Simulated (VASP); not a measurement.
Set up this calculation in VASP 6.6.1, as the native input.

| Item | Value |
| --- | --- |
| Task | single point |
| Functional | PBE |
| Potentials or basis | VASP PAW PBE potentials, release 64 (Al, N) |
| Cutoff | 520 eV |
| k mesh | 10 × 10 × 10 |
| Occupations | fermi-dirac, width 0.02 eV |
| Spin | no spin polarisation |
| Dipole correction | no |
| Further INCAR settings | ALGO = Normal; EDIFF = 1e-07; NBANDS = 11 |

The structure of AlN lies in POSCAR:

```
AlN
1.0
    0.0168235484      2.1848764208      2.1848764208
    2.1848764208      0.0168235484      2.1848764208
    2.2016999692      2.2016999692      0.0000000000
Al N
1 1
Direct
    0.0010089038      0.0010089038     -0.0010089038
    0.2489910962      0.2489910962      0.2510089038
```

This cell differs from its parent crystal: shear xy strain +1.5%.

The input as run:

INCAR

```
SYSTEM = AlN
  PREC = Accurate
  ENCUT = 520
  EDIFF = 1E-7
  ISMEAR = -1
  SIGMA = 0.02
  LREAL = .FALSE.
  LASPH = .TRUE.
  NELM = 100
  ALGO = Normal
  ISIF = 2
  LWAVE = .FALSE.
  LCHARG = .FALSE.
  GGA = PE
  NBANDS = 11
```

KPOINTS

```
regular mesh
0
G
  10 10 10
  0 0 0
```

Potentials or basis: VASP PAW PBE potentials, release 64 (Al, N).

Launch:

```sh
$ cat potpaw_PBE.64/Al/POTCAR potpaw_PBE.64/N/POTCAR > POTCAR
$ mpirun -np 1 vasp_std > vasp.out
```

Results of the run:

```
Pressure               : 4.3 GPa
Largest force          : 0.013 eV/Å
Band gap on the k mesh : 3.24 eV, indirect (least direct gap 4.11 eV)
```

Caveat: the cell differs from its parent crystal (shear xy strain +1.5%).

Run time: 33 s on 1 thread of Intel Xeon 8259CL, on a shared host, peak memory 0.16 GiB.
